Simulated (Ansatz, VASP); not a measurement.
## One calculation of Zn3BiO, two programs

```
CELL_PARAMETERS angstrom
5.03734 0.00000 0.00000
-2.51867 4.36246 0.00000
0.00000 0.00000 4.40669
ATOMIC_POSITIONS crystal
Zn 0.36300 0.00000 0.00000
Zn 0.00000 0.36300 0.00000
Zn 0.63700 0.63700 0.00000
Bi 0.00000 0.00000 0.50000
O 0.00000 0.00000 0.00000
```

Alike in both runs: task relaxation of cell and atoms; functional PBE; k mesh 6 × 6 × 4; occupations gaussian, width 0.1 eV; no spin polarisation.

|  | VASP | Ansatz |
| --- | --- | --- |
| version | VASP 6.6.1 | Ansatz 0.2.0 |
| potentials or method | VASP PAW PBE potentials, release 64 (Zn, Bi_d, O), cutoff 600 eV | scalar-relativistic, plane waves, PAW |
| valence electrons in the cell | 57 | 57 |

VASP gave:

```
gap on the k mesh at the Fermi level, each at its own relaxed structure (eV) : none
relaxed volume (Å³/atom)                                                     : 21.29
relaxed cell length with the largest relative difference (Å)                 : 4.991
```

Question: What did Ansatz give for the same quantities?

Answer: gap on the k mesh at the Fermi level, each at its own relaxed structure (eV): none; relaxed volume (Å³/atom): 21.31; relaxed cell length with the largest relative difference (Å): 4.994.

A gap of «none» marks a metal or a gap that the smearing closes.

Neither program's run includes spin-orbit coupling.
